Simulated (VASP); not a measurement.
# LaTe (Fm-3m) in VASP: notebook, part 2 of 2

VASP 6.6.1.

### Step 3. Electric field gradients, LDA (35.09 Å³/atom)

INCAR reads:

```
SYSTEM = LaTe
ALGO = Normal
EDIFF = 1E-8
ENCUT = 520
ISIF = 2
ISMEAR = -1
LASPH = .TRUE.
LCHARG = .FALSE.
LEFG = .TRUE.
LREAL = .FALSE.
LWAVE = .FALSE.
NBANDS = 16
NELM = 80
PREC = Accurate
SIGMA = 0.08
```

KPOINTS reads:

```
k-points
0
G
  10 10 10
  0 0 0
```

POSCAR reads:

```
LaTe
1.0
    0.0000000000      3.2739767728      3.2739767728
    3.2739767728      0.0000000000      3.2739767728
    3.2739767728      3.2739767728      0.0000000000
La Te
1 1
Direct
    0.0000000000      0.0000000000      0.0000000000
    0.5000000000      0.5000000000      0.5000000000
```

Potentials or basis: VASP PAW LDA potentials, release 64 (La, Te).

On the command line:

```console
$ cat potpaw_LDA.64/La/POTCAR potpaw_LDA.64/Te/POTCAR > POTCAR
$ mpirun -np 1 vasp_std > vasp.out
```

OUTCAR:

```text
SYSTEM = LaTe
   EDIFF = 1E-8
   ENCUT = 520
   ISIF = 2
   ISMEAR = -1
   LASPH = .TRUE.
   LREAL = .FALSE.
   NELM = 80
   PREC = Accurate

 ion  position               nearest neighbor table
   1  0.000  0.000  0.000-   2 3.27   2 3.27   2 3.27   2 3.27   2 3.27   2 3.27
   2  0.500  0.500  0.500-   1 3.27   1 3.27   1 3.27   1 3.27   1 3.27   1 3.27

  LATTYP: Found a face centered cubic cell.
 ALAT       =     6.5479535456

  Lattice vectors:

 A1 = (   0.0000000000,   3.2739767728,   3.2739767728)
 A2 = (   3.2739767728,   0.0000000000,   3.2739767728)
 A3 = (   3.2739767728,   3.2739767728,   0.0000000000)

Analysis of symmetry for initial positions (statically):
=====================================================================
 Subroutine PRICEL returns:
 Original cell was already a primitive cell.

 Routine SETGRP: Setting up the symmetry group for a
 face centered cubic supercell.

 Subroutine GETGRP returns: Found 48 space group operations
 (whereof 48 operations were pure point group operations)
 out of a pool of 48 trial point group operations.

The static configuration has the point symmetry O_h .

Analysis of symmetry for dynamics (positions and initial velocities):
=====================================================================
 Subroutine PRICEL returns:
 Original cell was already a primitive cell.

 Routine SETGRP: Setting up the symmetry group for a
 face centered cubic supercell.

 Subroutine GETGRP returns: Found 48 space group operations
 (whereof 48 operations were pure point group operations)
 out of a pool of 48 trial point group operations.

The dynamic configuration has the point symmetry O_h .
[... 157 lines left out ...]
      3      -9.4620      2.00000
      4      -9.4620      2.00000
      5      -4.5468      2.00000
      6       5.3622      2.00000
[... 433 lines left out ...]
      3      -9.5427      2.00000
      4      -9.5338      2.00000
      5      -4.0887      2.00000
      6       3.5255      2.00000
[... 8 lines left out ...]
     15       8.9379      0.00000
     16       9.0653      0.00000

 [... further k-points ...]

------------------------ aborting loop because EDIFF is reached ----------------------------------------

  FORCE on cell =-STRESS in cart. coord.  units (eV):
  Direction    XX          YY          ZZ          XY          YZ          ZX
  --------------------------------------------------------------------------------------
  -------------------------------------------------------------------------------------
  Total       -2.1682397     -2.1682397     -2.1682397      0.0000000      0.0000000     -0.0000000
  in kB      -49.4949738    -49.4949738    -49.4949738      0.0000000      0.0000000     -0.0000000
  external PRESSURE =     -49.4949738 kB  Pullay stress =       0.0000000 kB

 VOLUME and BASIS-vectors are now :
 -----------------------------------------------------------------------------
  energy-cutoff  :      520.00
  volume of cell :       70.19
      direct lattice vectors                 reciprocal lattice vectors
     0.000000000  3.273976773  3.273976773    -0.152719471  0.152719471  0.152719471
     3.273976773  0.000000000  3.273976773     0.152719471 -0.152719471  0.152719471
     3.273976773  3.273976773  0.000000000     0.152719471  0.152719471 -0.152719471

 POSITION                                       TOTAL-FORCE (eV/Angst)
 -----------------------------------------------------------------------------------
      0.00000      0.00000      0.00000         0.000000     -0.000000      0.000000
      3.27398      3.27398      3.27398        -0.000000      0.000000     -0.000000
 -----------------------------------------------------------------------------------
    total drift:                                0.000000      0.000000      0.000000

  FREE ENERGIE OF THE ION-ELECTRON SYSTEM (eV)
  ---------------------------------------------------
  free  energy   TOTEN  =       -12.5328159976 eV

  energy  without entropy=      -12.4978217664  energy(sigma->0) =      -12.51531888

 Electric field gradients (V/A^2)
---------------------------------------------------------------------
 ion       V_xx      V_yy      V_zz      V_xy      V_xz      V_yz
---------------------------------------------------------------------
   1      -0.000    -0.000     0.000     0.000     0.000     0.000
   2       0.000     0.000     0.000    -0.000    -0.000    -0.000
---------------------------------------------------------------------

 Electric field gradients after diagonalization (V/A^2)
 (convention: |V_zz| > |V_xx| > |V_yy|)
----------------------------------------------------------------------
 ion       V_xx      V_yy      V_zz     asymmetry (V_yy - V_xx)/ V_zz
----------------------------------------------------------------------
   1      -0.000    -0.000     0.000       0.000
   2       0.000     0.000    -0.000       0.000
----------------------------------------------------------------------

           NMR quadrupolar parameters

 Cq : quadrupolar parameter    Cq=e*Q*V_zz/h
 eta: asymmetry parameters     (V_yy - V_xx)/ V_zz
 Q  : nuclear electric quadrupole moment in mb (millibarn)
----------------------------------------------------------------------
 ion       Cq(MHz)       eta       Q (mb)
----------------------------------------------------------------------
   1       0.000       0.000       1.000
   2      -0.000       0.000       1.000
----------------------------------------------------------------------
```

OSZICAR:

```text
N       E                     dE             d eps       ncg     rms          rms(c)
DAV:   1     0.132630053108E+03    0.13263E+03   -0.57217E+03  1520   0.124E+03
DAV:   2     0.251638054400E+01   -0.13011E+03   -0.11739E+03  1944   0.185E+02
DAV:   3    -0.117298511693E+02   -0.14246E+02   -0.13901E+02  2056   0.957E+01
DAV:   4    -0.125846843408E+02   -0.85483E+00   -0.84865E+00  2704   0.186E+01
DAV:   5    -0.126182898867E+02   -0.33606E-01   -0.33495E-01  1928   0.267E+00    0.345E+00
DAV:   6    -0.125466747068E+02    0.71615E-01   -0.35220E-01  2368   0.466E+00    0.230E+00
DAV:   7    -0.125363520370E+02    0.10323E-01   -0.22332E-02  2328   0.936E-01    0.130E+00
DAV:   8    -0.125330438940E+02    0.33081E-02   -0.99634E-03  2440   0.485E-01    0.121E-01
DAV:   9    -0.125328384849E+02    0.20541E-03   -0.27024E-03  2448   0.317E-01    0.568E-02
DAV:  10    -0.125328128738E+02    0.25611E-04   -0.22816E-04  2680   0.126E-01    0.368E-02
DAV:  11    -0.125328206752E+02   -0.78014E-05   -0.54951E-05  2712   0.483E-02    0.120E-02
DAV:  12    -0.125328159596E+02    0.47155E-05   -0.29086E-05  2688   0.391E-02    0.211E-03
DAV:  13    -0.125328159899E+02   -0.30221E-07   -0.57485E-07  2384   0.495E-03    0.657E-04
DAV:  14    -0.125328159976E+02   -0.77266E-08   -0.74247E-08  2632   0.183E-03
   1 F= -.12532816E+02 E0= -.12515319E+02  d E =-.349942E-01
```

stdout:

```text
POSCAR found type information on POSCAR LaTe
 POSCAR found :  2 types and       2 ions
 scaLAPACK will be used
 LDA part: xc-table for (Slater(with rela. corr.)+CA(PZ))
 , standard interpolation
 POSCAR, INCAR and KPOINTS ok, starting setup
 FFT: planning ... GRIDC
 FFT: planning ... GRID_SOFT
 FFT: planning ... GRID
 WAVECAR not read
 entering main loop
ion   1

ion   2
```

It took 52 s on 1 thread of Intel Xeon Platinum 8375C at 2.90GHz (Ice Lake), shared host; peak memory 0.22 GiB.

Results:

```
Free energy                             : -12.5328 eV
Pressure                                : -4.9 GPa
Band gap on the k mesh                  : zero (an odd number of electrons rules out a gap without spin polarisation)
Largest electric field gradient by atom : zero within the noise of the run
```

Levels at points of the mesh, in eV from the Fermi level:
```csv
k point,band 5,band 6,band 7,band 8,band 9,band 10,band 11,band 12
"(0.00, 0.00, 0.00)",-12.22,-2.31,-2.31,-2.31,0.01,0.01,0.01,0.62
"(0.50, 0.00, 0.00)",-11.27,-5.09,-3.77,-3.77,0.66,0.93,0.93,1.11
"(0.50, 0.50, 0.00)",-11.89,-3.64,-2.72,-2.72,-1.48,1.01,1.02,1.08
```

Caveat: the cell stands under tension; spin-orbit coupling is left out, which moves the levels of the heavy elements.
